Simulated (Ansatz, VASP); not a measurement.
**One calculation of O, two programs**

```xyz
2
Lattice="9.0000 0.0000 0.0000 0.0000 9.5000 0.0000 0.0000 0.0000 10.0000" Properties=species:S:1:pos:R:3 pbc="T T T"
O     4.5000    4.7500    4.4001
O     4.5000    4.7500    5.5999
```

Alike in both runs: functional LDA; k mesh 1 × 1 × 1; occupations fermi-dirac, width 0.05 eV; collinear spin.

Ansatz relaxed the structure, and its values are those at the end. VASP's run is a single point on that final structure, the one shown.

|  | VASP | Ansatz |
| --- | --- | --- |
| version | VASP 6.6.1 | Ansatz 0.2.0 |
| potentials or method | VASP PAW LDA potentials, release 64 (O_h), cutoff 910 eV | plane waves, PAW |
| valence electrons in the cell | 12 | 12 |

```tsv
	VASP	Ansatz	Ansatz less VASP
rms of the force components (eV/Å)	0.256	0.001	-0.2549
net moment per atom (μB)	1.00	1.00	0.000
size of the moment on the site where the two differ most (μB)	0.62	0.55	-0.074
```

LDA's correlation is that of Perdew and Zunger in VASP and of Perdew and Wang (1992) in Ansatz. Site moments also hang on the region over which each program counts them. One of these differences is far larger than is usual between the two programs; its cause wasn't traced. Ansatz's warnings: end state compared, stress scf threshold loose.

Noted on VASP's run: the cutoff is short for stress, so the pressure is rough.
